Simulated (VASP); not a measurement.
**BN: relaxation of cell and atoms with PBEsol**

Crystal: BN.

```
CELL_PARAMETERS angstrom
0.00000 1.80284 1.80284
1.80284 0.00000 1.80284
1.80284 1.80284 0.00000
ATOMIC_POSITIONS crystal
B 0.00000 0.00000 0.00000
N 0.75000 0.75000 0.75000
```

| Item | Value |
| --- | --- |
| Program | VASP 6.6.1 |
| Task | relaxation of cell and atoms |
| Functional | PBEsol |
| Potentials or basis | VASP PAW PBE potentials, release 64 (B, N) |
| Cutoff | 600 eV |
| k mesh | 12 × 12 × 12 |
| Occupations | gaussian, width 0.02 eV |
| Spin | no spin polarisation |
| Dipole correction | no |
| Further INCAR settings | ALGO = Normal; EDIFF = 1e-07; IBRION = 2; EDIFFG = -0.01; NSW = 80; ISIF = 3 |

```
Relaxed volume                         : 5.86 Å³/atom
Relaxed cell                           : a = 2.550 Å, b = 2.550 Å, c = 2.550 Å, α = 60.00°, β = 60.00°, γ = 60.00°
Space group after relaxing (to 0.05 Å) : F-43m (No. 216)
Energy gained by relaxing              : 0.0 meV/atom
Ionic steps                            : 3
Pressure after relaxing                : 0.0 GPa
Band gap on the k mesh                 : 4.28 eV, indirect (least direct gap 8.79 eV)
```

Final structure:
```xyz
2
Lattice="0.0000 1.8033 1.8033 1.8033 0.0000 1.8033 1.8033 1.8033 0.0000" Properties=species:S:1:pos:R:3 pbc="T T T"
B     0.0000    0.0000    0.0000
N     2.7050    2.7050    2.7050
```

Levels at points of the mesh, in eV from the valence-band top:
```
           k point  band 1  band 2  band 3  band 4  band 5  band 6  band 7  band 8
(0.00, 0.00, 0.00)  -20.33    0.00    0.00    0.00    8.79    8.79    8.79   10.38
(0.50, 0.00, 0.00)  -16.03  -10.84   -1.96   -1.96   10.18   10.66   10.66   15.15
(0.50, 0.50, 0.00)  -14.64   -9.01   -4.97   -4.97    4.28    9.13   17.98   17.98
```

Wall time 8.7 s on 1 thread of Intel(R) Xeon(R) Platinum 8488C (Sapphire Rapids) (shared host), peak memory 0.12 GiB.

Caveat: the PAW data sets were made with another functional, which shifts forces and pressure a little. A hybrid or GW would open this gap; PBEsol tends to underestimate it.
